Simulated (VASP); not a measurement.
Write the native input for VASP 6.6.1 that does the following.

| Quantity | Value |
| --- | --- |
| Task | single point |
| Functional | PBE |
| Potentials or basis | VASP PAW PBE potentials, release 64 (Zn, S) |
| Cutoff | 520 eV |
| k mesh | 9 × 9 × 6 |
| Occupations | gaussian, width 0.05 eV |
| Spin | no spin polarisation |
| Dipole correction | no |
| Further INCAR settings | ALGO = Normal; EDIFF = 1e-07; NBANDS = 26 |

The structure of ZnS lies in POSCAR:

```
ZnS
1.0
    3.8110000000      0.0000000000      0.0000000000
   -1.9055000000      3.3004228138      0.0000000000
    0.0000000000      0.0000000000      6.2340000000
Zn S
2 2
Direct
    0.3333333333      0.6666666667      0.0000000000
    0.6666666667      0.3333333333      0.5000000000
    0.3333333333      0.6666666667      0.3850000000
    0.6666666667      0.3333333333      0.8850000000
```

These files were run (other wordings do the same):

INCAR

```
SYSTEM = ZnS
ALGO = Normal ; EDIFF = 1E-7
ENCUT = 520 ; GGA = PE
ISIF = 2 ; ISMEAR = 0
LASPH = .True. ; LCHARG = .False.
LREAL = .False. ; LWAVE = .False.
NBANDS = 26 ; NELM = 60
PREC = Accurate ; SIGMA = 0.05
```

KPOINTS

```
k-points
0
Gamma
  9 9 6
  0 0 0
```

Potentials or basis: VASP PAW PBE potentials, release 64 (Zn, S).

Run with:

```bash
$ cat potpaw_PBE.64/Zn/POTCAR potpaw_PBE.64/S/POTCAR > POTCAR
$ mpirun -np 1 vasp_std > vasp.out
```

Results of the run:

The pressure is 2.5 GPa. The largest force is 0.323 eV/Å. The band gap on the k mesh is 2.25 eV, direct.

Wall time 68 s on 1 thread of Intel(R) Xeon(R) Platinum 8488C (Sapphire Rapids), on a shared host, peak memory 0.23 GiB.
